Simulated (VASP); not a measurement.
Write the native input for VASP 6.6.1 that does the following.

* Task: single point
* Functional: PBE
* Potentials or basis: VASP PAW PBE potentials, release 64 (Pt, S)
* Cutoff: 520 eV
* k mesh: 12 × 12 × 6
* Occupations: gaussian, width 0.05 eV
* Spin: no spin polarisation
* Dipole correction: no
* Further INCAR settings: ALGO = Normal; EDIFF = 1e-07; NBANDS = 18

The structure of PtS2 lies in POSCAR:

```
PtS2
1.0
    3.6867690674      0.0000000000      0.0000000000
   -1.8433845337      3.1928356702      0.0000000000
    0.0000000000      0.0000000000      6.1141378213
Pt S
1 2
Direct
    0.0000000000      0.0000000000      0.0000000000
    0.3333333333      0.6666666667      0.1909514332
    0.6666666667      0.3333333333      0.8090485668
```

The input as run:

INCAR

```
SYSTEM = PtS2
ALGO = Normal ; EDIFF = 1E-7
ENCUT = 520 ; GGA = PE
ISIF = 2 ; ISMEAR = 0
LASPH = .TRUE. ; LCHARG = .TRUE.
LELF = .TRUE. ; LREAL = .FALSE.
LVHAR = .TRUE. ; LWAVE = .FALSE.
NBANDS = 18 ; NELM = 80
PREC = Accurate ; SIGMA = 0.05
```

KPOINTS

```
k-points
0
G
  12 12 6
  0 0 0
```

Potentials or basis: VASP PAW PBE potentials, release 64 (Pt, S).

The run is started by

```sh
$ cat potpaw_PBE.64/Pt/POTCAR potpaw_PBE.64/S/POTCAR > POTCAR
$ mpirun -np 1 vasp_std > vasp.out
```

Results of the run:

```yaml
Pressure: -3.7 GPa
Largest_force: 0.031 eV/Å
Band_gap_on_the_k_mesh: 1.19 eV (least direct gap 1.30 eV)
```

Caveat: the stress differs along the axes, from -5 to -0 GPa; spin-orbit coupling is left out, which moves the levels of the heavy elements; this functional lacks dispersion, which binds layers or chains, so the pressure and a relaxed spacing across them are unreliable.

Wall time 91 s on 1 thread of AMD EPYC 7R13 Processor (Zen 3), with other jobs on the host, peak memory 0.24 GiB.
